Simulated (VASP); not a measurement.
Write the native input for VASP 6.6.1 that does the following.

| Property | Result |
| --- | --- |
| Task | single point |
| Functional | PBE |
| Dispersion | D3(BJ) |
| Potentials or basis | VASP PAW PBE potentials, release 64 (Ti_sv, S) |
| Cutoff | 500 eV |
| k mesh | 15 × 15 × 8 |
| Occupations | gaussian, width 0.1 eV |
| Spin | no spin polarisation |
| Dipole correction | no |
| Further INCAR settings | ALGO = Normal; EDIFF = 1e-06; NBANDS = 19 |

The structure of TiS2 lies in POSCAR:

```
TiS2
1.0
    3.3766113358      0.0000000000      0.0000000000
   -1.6883056679      2.9242311955      0.0000000000
    0.0000000000      0.0000000000      5.6317498999
Ti S
1 2
Direct
    0.0000000000      0.0000000000      0.0000000000
    0.3333333333      0.6666666667      0.2531992068
    0.6666666667      0.3333333333      0.7468007932
```

This cell differs from its parent crystal: volume scaled by 1.03, then relaxed in part.

One way to write it, as run:

INCAR

```
SYSTEM = TiS2
PREC = Accurate ; ENCUT = 500
EDIFF = 1E-6 ; ISMEAR = 0
SIGMA = 0.1 ; LREAL = .False.
LASPH = .True. ; NELM = 120
ALGO = Normal ; ISIF = 2
LWAVE = .False. ; LCHARG = .True.
GGA = PE ; IVDW = 12
LELF = .True. ; LVHAR = .True.
NBANDS = 19 ; GGA_COMPAT = .False.
```

KPOINTS

```
regular mesh
0
Gamma
  15 15 8
  0 0 0
```

Potentials or basis: VASP PAW PBE potentials, release 64 (Ti_sv, S).

Launch:

```console
$ cat potpaw_PBE.64/Ti_sv/POTCAR potpaw_PBE.64/S/POTCAR > POTCAR
$ mpirun -np 1 vasp_std > vasp.out
```

It gave:

```json
{
 "Pressure": "-1.0 GPa",
 "Band gap on the k mesh": "zero (band 12 reaches 5.92 eV, above the bottom of band 13 at 5.71 eV)",
 "Dispersion energy per atom": "-0.397 eV"
}
```

Caveat: pairwise dispersion overbinds metals, which lowers pressure and volume.

Run time: 120 s on 1 thread of Intel(R) Xeon(R) Platinum 8488C (Sapphire Rapids) (shared host), peak memory 0.31 GiB.
